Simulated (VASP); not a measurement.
# TiB2 (P6/mmm) in VASP: notebook

The runs below take TiB2 through single point, relaxation of cell and atoms, with BLYP+D4, PBE, BLYP+D3(BJ).

All numbers are computed with VASP 6.6.1; they aren't measurements. Logs are shortened: lines on timing, memory, paths and dates and some standing lists are left out, and cuts for length are marked.

## (1) The cell of the first run

It takes space group P6/mmm (No. 191, hexagonal). Conventional cell: a = 2.998 Å, b = 2.998 Å, c = 3.186 Å, α = 90.00°, β = 90.00°, γ = 120.00°. Within 3.1 Å of Ti (site symmetry 6/mmm) lie 12 B at 2.35 Å and 6 Ti at 3.00 Å. B (site symmetry -6m2) has 3 B at 1.73 Å within 2.3 Å.

## (2) Single point, BLYP+D4

Input file INCAR:

```
SYSTEM = TiB2
  PREC = Accurate
  ENCUT = 520
  EDIFF = 1E-6
  ISMEAR = -1
  SIGMA = 0.05
  LREAL = .FALSE.
  LASPH = .TRUE.
  NELM = 100
  ALGO = Normal
  ISIF = 2
  LWAVE = .FALSE.
  LCHARG = .FALSE.
  GGA = B5
  ALDAX = 1.0
  AGGAX = 1.0
  AGGAC = 1.0
  ALDAC = 0.0
  IVDW = 13
  VDW_S6 = 1.0
  VDW_S8 = 2.34076671
  VDW_A1 = 0.44488865
  VDW_A2 = 4.0933009
  NBANDS = 16
```

Input file KPOINTS:

```
regular mesh
0
G
  10 10 8
  0 0 0
```

Input file POSCAR:

```
TiB2
1.0
    2.9978602624      0.0000000000      0.0000000000
   -1.4989301312      2.5962231443      0.0000000000
    0.0000000000      0.0000000000      3.1858524330
Ti B
1 2
Direct
    0.0000000000      0.0000000000      0.0000000000
    0.6666666667      0.3333333333      0.5000000000
    0.3333333333      0.6666666667      0.5000000000
```

Potentials or basis: VASP PAW PBE potentials, release 64 (Ti_sv, B).

On the command line:

```
$ cat potpaw_PBE.64/Ti_sv/POTCAR potpaw_PBE.64/B/POTCAR > POTCAR
$ mpirun -np 1 vasp_std > vasp.out
```

OUTCAR:

```text
SYSTEM = TiB2
   PREC = Accurate
   ENCUT = 520
   EDIFF = 1E-6
   ISMEAR = -1
   LREAL = .FALSE.
   LASPH = .TRUE.
   NELM = 100
   ISIF = 2
   GGA = B5
   IVDW = 13

 ion  position               nearest neighbor table
   1  0.000  0.000  0.000-   2 2.35   3 2.35   2 2.35   3 2.35   2 2.35   2 2.35   3 2.35   3 2.35
                             2 2.35   2 2.35   3 2.35   3 2.35
   2  0.667  0.333  0.500-   3 1.73   3 1.73   3 1.73   1 2.35   1 2.35   1 2.35   1 2.35   1 2.35
                             1 2.35
   3  0.333  0.667  0.500-   2 1.73   2 1.73   2 1.73   1 2.35   1 2.35   1 2.35   1 2.35   1 2.35
                             1 2.35

  LATTYP: Found a hexagonal cell.
 ALAT       =     2.9978602624
 C/A-ratio  =     1.0627087836

  Lattice vectors:

 A1 = (   2.9978602624,   0.0000000000,   0.0000000000)
 A2 = (  -1.4989301312,   2.5962231443,   0.0000000000)
 A3 = (   0.0000000000,   0.0000000000,   3.1858524330)

Analysis of symmetry for initial positions (statically):
=====================================================================
 Subroutine PRICEL returns:
 Original cell was already a primitive cell.

 Routine SETGRP: Setting up the symmetry group for a
 hexagonal supercell.

 Subroutine GETGRP returns: Found 24 space group operations
 (whereof 24 operations were pure point group operations)
 out of a pool of 24 trial point group operations.

The static configuration has the point symmetry D_6h.

Analysis of symmetry for dynamics (positions and initial velocities):
=====================================================================
 Subroutine PRICEL returns:
 Original cell was already a primitive cell.

 Routine SETGRP: Setting up the symmetry group for a
 hexagonal supercell.

 Subroutine GETGRP returns: Found 24 space group operations
 (whereof 24 operations were pure point group operations)
 out of a pool of 24 trial point group operations.

The dynamic configuration has the point symmetry D_6h.

 Subroutine INISYM returns: Found 24 space group operations
 (whereof 24 operations are pure point group operations),
 and found     1 'primitive' translations

----------------------------------------------------------------------------------------

                                     Primitive cell

  volume of cell :      24.7959

  direct lattice vectors                    reciprocal lattice vectors
     2.997860262  0.000000000  0.000000000     0.333571252  0.192587452  0.000000000
    -1.498930131  2.596223144  0.000000000     0.000000000  0.385174904  0.000000000
     0.000000000  0.000000000  3.185852433     0.000000000  0.000000000  0.313887734

  length of vectors
     2.997860262  2.997860262  3.185852433     0.385174904  0.385174904  0.313887734

  position of ions in fractional coordinates (direct lattice)
     0.000000000  0.000000000  0.000000000
     0.666666667  0.333333333  0.500000000
     0.333333333  0.666666667  0.500000000

  ion indices of the primitive-cell ions
   primitive index   ion index
                 1           1
                 2           2
                 3           3

----------------------------------------------------------------------------------------

 KPOINTS: regular mesh

Automatic generation of k-mesh.
 Grid dimensions read from file:
 generate k-points for:   10   10    8

 Generating k-lattice:

  Cartesian coordinates                     Fractional coordinates (reciprocal lattice)
     0.033357125  0.019258745  0.000000000     0.100000000  0.000000000  0.000000000
     0.000000000  0.038517490  0.000000000     0.000000000  0.100000000  0.000000000
     0.000000000  0.000000000  0.039235967     0.000000000  0.000000000  0.125000000

  Length of vectors
     0.038517490  0.038517490  0.039235967

  Shift w.r.t. Gamma in fractional coordinates (k-lattice)
     0.000000000  0.000000000  0.000000000

 Subroutine IBZKPT returns following result:
 ===========================================

 Found     70 irreducible k-points:

 Following reciprocal coordinates:
            Coordinates               Weight
  0.000000  0.000000  0.000000      1.000000
  0.100000  0.000000  0.000000      6.000000
  0.200000  0.000000  0.000000      6.000000
  0.300000  0.000000  0.000000      6.000000
  0.400000  0.000000  0.000000      6.000000
  0.500000  0.000000  0.000000      3.000000
[... 16 lines left out ...]
  0.300000  0.100000  0.125000     24.000000
  0.400000  0.100000  0.125000     24.000000
 [... further k-points ...]
   k-points           NKPTS =     70   k-points in BZ     NKDIM =     70   number of bands    NBANDS=     16
   number of dos      NEDOS =    301   number of ions     NIONS =      3
   total plane-waves  NPLWV =  13824
   dimension x,y,z NGX =    24 NGY =   24 NGZ =   24
   dimension x,y,z NGXF=    48 NGYF=   48 NGZF=   48
   ions per type =               1   2
   NGX,Y,Z   is equivalent  to a cutoff of  13.31, 13.31, 12.52 a.u.
   NGXF,Y,Z  is equivalent  to a cutoff of  26.62, 26.62, 25.05 a.u.
 SYSTEM =  TiB2
   PREC   = accura    normal or accurate (medium, high low for compatibility)
   ISTART =      0    job   : 0-new  1-cont  2-samecut
   ICHARG =      2    charge: 1-file 2-atom 10-const
   ISPIN  =      1    spin polarized calculation?
   LNONCOLLINEAR =      F non collinear calculations
   LSORBIT =      F    spin-orbit coupling
   LASPH  =      T    aspherical Exc in radial PAW
   ENCUT  =  520.0 eV  38.22 Ry    6.18 a.u.   5.57  5.57  5.92*2*pi/ulx,y,z
   NELM   =    100;   NELMIN=  2; NELMDL= -5     # of ELM steps
   EDIFF  = 0.1E-05   stopping-criterion for ELM
   LREAL  =      F    real-space projection
   EDIFFG = 0.1E-04   stopping-criterion for IOM
   NSW    =      0    number of steps for IOM
   IBRION =     -1    ionic relax: 0-MD 1-quasi-New 2-CG
   NFREE  =      0    steps in history (QN), initial steepest desc. (CG)
   ISIF   =      2    stress and relaxation
   ISYM   =      2    0-nonsym 1-usesym 2-fastsym
   POTIM  = 0.5000    time-step for ionic-motion
   TEBEG  =    0.0;   TEEND  =   0.0 temperature during run
   PSTRESS=    0.0 pullay stress
   NELECT =      18.0000    total number of electrons
   NUPDOWN=      -1.0000    fix difference up-down
   EMIN   =  10.00;   EMAX   =-10.00  energy-range for DOS
   EFERMI =   0.00;   METHOD = LEGACY
   ISMEAR =    -1;   SIGMA  =   0.05  broadening in eV -4-tet -1-fermi 0-gaus
   EFERMI_NEDOS =   21; number of points for ismear=-14 and -15
   IALGO  =     38    algorithm
   IMIX   =      4    mixing-type and parameters
     AMIX     =   0.40;   BMIX     =  1.00
     AMIX_MAG =   1.60;   BMIX_MAG =  1.00
  volume/ion in A,a.u.               =       8.27        55.78
  Fermi-wavevector in a.u.,A,eV,Ry     =   1.471316  2.780384 29.453497  2.164771
  Thomas-Fermi vector in A             =   2.586467
   LORBIT       =      0    0 simple, 1 ext, 2 COOP (PROOUT), +10 PAW based schemes
   GGA     = B5    functional components
   LHFCALC =     F    Hartree Fock is set to
   AEXX    =    0.0000 exact exchange contribution
   IVDW    =    13    specifies the selected vdW correction
   LEPSILON=     F    determine dielectric tensor
   LRPA    =     F    only Hartree local field effects (RPA)
 non-spin polarized calculation
  energy-cutoff  :      520.00
  volume of cell :       24.80
 maximum number of plane-waves:       696
 NGX is ok and might be reduce to    24
   NGX = 11   NGY = 11   NGZ = 11

 number of electron      17.9999999 magnetization

 Free energy of the ion-electron system (eV)
  ---------------------------------------------------
  ext. energy  EPLUGINS =         0.00000000
  ---------------------------------------------------
  free energy    TOTEN  =       -21.66319665 eV

  energy without entropy =      -21.65656927  energy(sigma->0) =      -21.65988296

 E-fermi :  10.7491     XC(G=0): -12.2995

 val. band max:       10.7469000427   @ k =   0.1000   0.0000   0.3750
 cond. band min:      10.7555630787   @ k =   0.3000   0.2000   0.0000
 fundamental gap:      0.0086630360
 Fermi energy:        10.7490562928

 k-point     1 :       0.0000    0.0000    0.0000
  band No.  band energies     occupation
      1     -45.9457      2.00000
      2     -22.4487      2.00000
      3     -22.1269      2.00000
      4     -22.1269      2.00000
      5      -2.7086      2.00000
      6       8.0865      2.00000
[... 8 lines left out ...]
     15      16.8468      0.00000
     16      18.0600      0.00000

 k-point     2 :       0.1000    0.0000    0.0000
  band No.  band energies     occupation
      1     -45.9398      2.00000
      2     -22.4414      2.00000
      3     -22.1707      2.00000
      4     -22.1368      2.00000
      5      -2.5143      2.00000
      6       7.5602      2.00000
[... 8 lines left out ...]
     15      17.9110      0.00000
     16      18.6612      0.00000

 k-point     3 :       0.2000    0.0000    0.0000
  band No.  band energies     occupation
      1     -45.9241      2.00000
      2     -22.4222      2.00000
      3     -22.2839      2.00000
      4     -22.1626      2.00000
      5      -1.9483      2.00000
      6       6.2737      2.00000
[... 8 lines left out ...]
     15      18.7662      0.00000
     16      20.0313      0.00000

 k-point     4 :       0.3000    0.0000    0.0000
  band No.  band energies     occupation
      1     -45.9047      2.00000
      2     -22.4214      2.00000
      3     -22.3984      2.00000
      4     -22.1944      2.00000
      5      -1.0537      2.00000
      6       4.6855      2.00000
[... 8 lines left out ...]
     15      18.5537      0.00000
     16      20.2938      0.00000
[... 324 lines left out ...]
 k-point    22 :       0.2000    0.1000    0.1250
  band No.  band energies     occupation
      1     -45.9089      2.00000
      2     -22.4379      2.00000
      3     -22.3589      2.00000
      4     -22.1912      2.00000
      5      -1.2445      2.00000
      6       5.5052      2.00000
[... 8 lines left out ...]
     15      19.2014      0.00000
     16      20.5189      0.00000

 k-point    23 :       0.3000    0.1000    0.1250
  band No.  band energies     occupation
      1     -45.8914      2.00000
      2     -22.4739      2.00000
      3     -22.4145      2.00000
      4     -22.2277      2.00000
      5      -0.2537      2.00000
      6       3.9461      2.00000
[... 8 lines left out ...]
     15      19.5064      0.00000
     16      20.9517      0.00000

 k-point    24 :       0.4000    0.1000    0.1250
  band No.  band energies     occupation
      1     -45.8805      2.00000
      2     -22.5434      2.00000
      3     -22.4006      2.00000
      4     -22.2502      2.00000
      5       0.9730      2.00000
      6       2.4058      2.00000
[... 8 lines left out ...]
     15      19.7906      0.00000
     16      20.7356      0.00000

 [... further k-points ...]

------------------------ aborting loop because EDIFF is reached ----------------------------------------

  DFT-D4 for vdW energy calculation

  Edisp (eV):   -2.05852

  FORCE on cell =-STRESS in cart. coord.  units (eV):
  Direction    XX          YY          ZZ          XY          YZ          ZX
  --------------------------------------------------------------------------------------
  -------------------------------------------------------------------------------------
  Total       0.05124     0.05124     0.07739     0.00000    -0.00000     0.00000
  in kB       3.31070     3.31070     5.00079     0.00000    -0.00000     0.00000
  external pressure =        3.87 kB  Pullay stress =        0.00 kB

 VOLUME and BASIS-vectors are now :
 -----------------------------------------------------------------------------
  energy-cutoff  :      520.00
  volume of cell :       24.80
      direct lattice vectors                 reciprocal lattice vectors
     2.997860262  0.000000000  0.000000000     0.333571252  0.192587452  0.000000000
    -1.498930131  2.596223144  0.000000000     0.000000000  0.385174904  0.000000000
     0.000000000  0.000000000  3.185852433     0.000000000  0.000000000  0.313887734

 POSITION                                       TOTAL-FORCE (eV/Angst)
 -----------------------------------------------------------------------------------
      0.00000      0.00000      0.00000        -0.000000      0.000000     -0.000000
      1.49893      0.86541      1.59293         0.000000     -0.000000     -0.000000
     -0.00000      1.73082      1.59293        -0.000000      0.000000      0.000000
 -----------------------------------------------------------------------------------
    total drift:                               -0.000000      0.000000      0.000000

  FREE ENERGIE OF THE ION-ELECTRON SYSTEM (eV)
  ---------------------------------------------------
  free  energy   TOTEN  =       -23.7217163654 eV

  energy  without entropy=      -23.7150889851  energy(sigma->0) =      -23.71840268
```

Run time: 52 s. Hardware: 1 thread of Intel Xeon Platinum 8259CL at 2.50GHz (Skylake/Cascade Lake), shared host; peak memory 0.15 GiB.

Results:

| Quantity | Value |
| --- | --- |
| Free energy | -23.7217 eV |
| Pressure | 0.4 GPa |
| Band gap on the k mesh | zero (band 9 reaches 11.25 eV, above the bottom of band 10 at 10.62 eV) |
| Dispersion energy per atom | -0.686 eV |

Caveat: the PAW data sets were made with another functional, which shifts forces and pressure a little; pairwise dispersion overbinds metals, which lowers pressure and volume.

## (3) Single point, PBE

This run uses another cell than the first one, of 8.55 Å³/atom, 1.035 times its volume.

Input file INCAR:

```
SYSTEM = TiB2
  PREC = Accurate
  ENCUT = 520
  EDIFF = 1E-6
  ISMEAR = 0
  SIGMA = 0.028999999999999998
  LREAL = .False.
  LASPH = .True.
  NELM = 80
  ALGO = Normal
  ISIF = 2
  LWAVE = .False.
  LCHARG = .False.
  GGA = PE
  NBANDS = 16
```

Input file KPOINTS:

```
Automatic mesh
0
Gamma
  10 10 8
  0 0 0
```

Input file POSCAR:

```
TiB2
1.0
    3.0292000000      0.0000000000      0.0000000000
   -1.5146000000      2.6233641531      0.0000000000
    0.0000000000      0.0000000000      3.2284000000
Ti B
1 2
Direct
    0.0000000000      0.0000000000      0.0000000000
    0.6666666667      0.3333333333      0.5000000000
    0.3333333333      0.6666666667      0.5000000000
```

Potentials or basis: VASP PAW PBE potentials, release 64 (Ti_sv, B).

On the command line:

```
$ cat potpaw_PBE.64/Ti_sv/POTCAR potpaw_PBE.64/B/POTCAR > POTCAR
$ mpirun -np 1 vasp_std > vasp.out
```

Run time: 32 s. Hardware: 1 thread of Intel Xeon Platinum 8259CL at 2.50GHz (Skylake/Cascade Lake), shared host; peak memory 0.14 GiB.

Results (log left out):

```yaml
Free_energy: -24.4206 eV
Pressure: 0.6 GPa
Band_gap_on_the_k_mesh: zero (band 9 reaches 10.38 eV, above the bottom of band 10 at 9.82 eV)
```

Levels at points of the mesh, in eV from the Fermi level:
```csv
k point,band 5,band 6,band 7,band 8,band 9,band 10,band 11,band 12,band 13,band 14
"(0.00, 0.00, 0.00)",-13.44,-2.54,-2.54,-2.27,-2.05,1.95,1.95,3.71,3.71,5.84
"(0.50, 0.00, 0.00)",-9.30,-9.17,-3.20,-3.16,-2.20,1.40,2.79,3.27,3.43,7.50
"(0.00, 0.00, 0.50)",-11.52,-7.55,-0.49,-0.49,-0.11,-0.11,0.49,0.49,1.70,6.62
"(0.50, 0.00, 0.50)",-9.69,-7.49,-4.57,-3.76,-3.08,2.54,2.97,4.52,4.64,5.43
```

(Continued in part 2 of 3.)
